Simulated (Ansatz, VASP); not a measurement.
## GaAs in VASP and in Ansatz

```xyz
2
Lattice="0.0000 2.7944 2.7944 2.7944 0.0000 2.7944 2.7944 2.7944 0.0000" Properties=species:S:1:pos:R:3 pbc="T T T"
Ga    0.0000    0.0000    0.0000
As    1.3972    1.3972    1.3972
```

Alike in both runs: task relaxation of the atoms; functional r2SCAN; k mesh 8 × 8 × 8; occupations fermi-dirac, width 0.02 eV; no spin polarisation.

```csv
,VASP,Ansatz
version,VASP 6.6.1,Ansatz 0.2.0
potentials or method,"VASP PAW PBE potentials, release 64 (Ga_d, As), cutoff 520 eV",PAW plane waves
valence electrons in the cell,18,28
```

VASP gave:

- gap on the k mesh at the Fermi level, each at its own relaxed structure (eV): 1.28

**Question.** Estimate Ansatz's values.

**Answer.** gap on the k mesh at the Fermi level, each at its own relaxed structure (eV): 1.30.

VASP's potentials were made for PBE, not for r2SCAN. VASP's potentials hold 18 valence electrons a cell and Ansatz's 28, so a difference there can come from the potentials and not from the codes. Ansatz's warnings: stress scf threshold loose.

Noted on VASP's run: the relaxation stopped at its first step, so nothing moved.
